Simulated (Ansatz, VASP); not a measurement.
## Ca3Pb2 in VASP and in Ansatz

```
Ca Pb
1.0
     5.94732    0.00000    0.00000
     0.00000    5.94732    0.00000
     0.00000    0.00000    5.94732
Ca Pb
3 2
Direct
  0.50000 0.00000 0.00000
  0.00000 0.50000 0.00000
  0.00000 0.00000 0.50000
  0.00000 0.00000 0.00000
  0.50000 0.50000 0.50000
```

Alike in both runs: functional PBE; k mesh 6 × 6 × 6; occupations gaussian, width 0.1 eV; no spin polarisation.

Ansatz relaxed the structure, and its values are those at the end. VASP's run is a single point on that final structure, the one shown.

|  | VASP | Ansatz |
| --- | --- | --- |
| version | VASP 6.6.1 | Ansatz 0.2.0 |
| potentials or method | VASP PAW PBE potentials, release 64 (Ca_sv, Pb_d), cutoff 520 eV | scalar-relativistic, plane waves, PAW |
| valence electrons in the cell | 58 | 58 |

|  | VASP | Ansatz | Ansatz less VASP |
| --- | --- | --- | --- |
| gap on the k mesh at the Fermi level (eV) | none | none | - |
| pressure (GPa) | 0.0 | 0.0 | -0.01 |

A gap of «none» marks a metal or a gap that the smearing closes.

Neither program's run includes spin-orbit coupling.
